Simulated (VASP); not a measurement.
Crystal: MoS.

```
CELL_PARAMETERS angstrom
3.11412 0.00000 0.00000
0.00000 3.11412 0.00000
0.00000 0.00000 3.11412
ATOMIC_POSITIONS crystal
Mo 0.00000 0.00000 0.00000
S 0.50000 0.50000 0.50000
```

Base run:

```yaml
Program: VASP 6.6.1
Functional: PBE
Potentials_or_basis: VASP PAW PBE potentials, release 64 (Mo_sv, S)
Cutoff: 520 eV
k_mesh: 14 × 14 × 14
Occupations: gaussian, width 0.1 eV
Spin: collinear spin, ferromagnetic start
Starting_moments: "[2.0, 0.0] μB"
Hubbard_terms: Mo d U = 4.38 eV
```

Its results: pressure 0.5 GPa; net moment 1.85 μB per cell.

Q: The run is repeated on the same cell with these changes: moments at the start from [2.0, 0.0] to [0.5, 0.0]. What comes out?

A: Pressure -13.0 GPa; net moment 0.00 μB per cell.
